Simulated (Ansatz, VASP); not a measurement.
# TaN: VASP beside Ansatz

```
CELL_PARAMETERS angstrom
0.00000 2.17900 2.12453
2.17900 0.00000 2.12453
2.17900 2.17900 0.00000
ATOMIC_POSITIONS crystal
Ta 0.50000 0.50000 0.50000
N 0.00000 0.00000 0.00000
```

Change from the starting cell: strain +0.000 along x and y, -0.025 along z, atoms carried along.

Alike in both runs: task single point; functional r2SCAN; k mesh 18 × 18 × 18; occupations gaussian, width 0.15 eV; no spin polarisation.

|  | VASP | Ansatz |
| --- | --- | --- |
| version | VASP 6.6.1 | Ansatz 0.2.0 |
| potentials or method | VASP PAW PBE potentials, release 64 (Ta_pv, N), cutoff 520 eV | scalar-relativistic, plane waves, PAW |
| valence electrons in the cell | 16 | 18 |

```csv
,VASP,Ansatz,Ansatz less VASP
gap on the k mesh at the Fermi level (eV),none,none,-
pressure (GPa),23.3,20.9,-2.34
"traceless stress, the component that is largest in VASP (GPa)",13.60,13.53,-0.068
```

VASP's potentials were made for PBE, not for r2SCAN. A gap of «none» marks a metal or a gap that the smearing closes. With one functional, cell and mesh, what is left measures potentials, basis and numerics. VASP's potentials hold 16 valence electrons a cell and Ansatz's 18, so a difference there can come from the potentials and not from the codes.

Neither program's run includes spin-orbit coupling.
